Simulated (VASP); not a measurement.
A run of VASP 6.6.1:

File INCAR:

```
PREC = Accurate ; ENCUT = 520
EDIFF = 1E-6 ; ISMEAR = 0
SIGMA = 0.1 ; LREAL = False
LASPH = True ; NELM = 80
ALGO = Normal ; ISIF = 2
LWAVE = False ; LCHARG = False
GGA = PE ; NBANDS = 21
```

Contents of KPOINTS:

```
regular mesh
0
Gamma
  12 12 6
```

Contents of POSCAR:

```
Li3Be4P
1.0
    4.6098149514      0.0000000000      0.0000000000
   -2.3049074757      3.9922168546      0.0000000000
    0.0000000000      0.0000000000      6.4152861893
Li Be P
3 4 1
Direct
    0.5000000000      0.0000000000      0.5000000000
    0.0000000000      0.5000000000      0.5000000000
    0.5000000000      0.5000000000      0.5000000000
    0.3333333333      0.6666666667      0.8366453002
    0.6666666667      0.3333333333      0.8366453002
    0.6666666667      0.3333333333      0.1633546998
    0.3333333333      0.6666666667      0.1633546998
    0.0000000000      0.0000000000      0.5000000000
```

Potentials or basis: VASP PAW PBE potentials, release 64 (Li_sv, Be, P).

Launch:

```bash
$ cat potpaw_PBE.64/Li_sv/POTCAR potpaw_PBE.64/Be/POTCAR potpaw_PBE.64/P/POTCAR > POTCAR
$ mpirun -np 1 vasp_std > vasp.out
```

Hardware: 1 thread of Intel(R) Xeon(R) 6975P-C (Granite Rapids), with other jobs on the host.

Question: Estimate the wall time of this run.

Answer: Wall time 83 s on 1 thread of Intel(R) Xeon(R) 6975P-C (Granite Rapids) (shared host), peak memory 0.33 GiB. Counts: scf iterations 15, k points 76.
